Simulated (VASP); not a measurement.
Runs of VASP 6.6.1 on Si3Ge. The structure is that of space group R-3m (No. 166), or close to it. The cells are those of the table. 

| task | cell | k mesh | cutoff (eV) | gap on the mesh (eV) | pressure (GPa) |
| --- | --- | --- | --- | --- | --- |
| single point | a = 5.176 Å, angles 57.1°, 4 atoms | 12 × 12 × 12 | 520 | none | 0.0 |
| single point | a = 5.194 Å, angles 56.7°, 4 atoms | 6 × 6 × 6 | 520 | none | (a) |
| relaxation of cell and atoms | relaxed from a = 4.330 Å, angles 73.7°, 4 atoms | 6 × 6 × 6 | 600 | none | 0.2 |
| single point | a = 4.330 Å, angles 73.7°, 4 atoms | 6 × 6 × 6 | 520 | none | 33.7 |

Alike in all rows: level PBE; potentials or basis VASP PAW PBE potentials, release 64 (Si, Ge_d); no spin polarisation; smearing gaussian 0.1 eV.

Fill in the values left out.

(a) -0.1.

A k mesh can miss the band edges, and the runs leave out spin-orbit coupling on Ge.

A gap of «none» marks levels without a gap at the run's occupations.
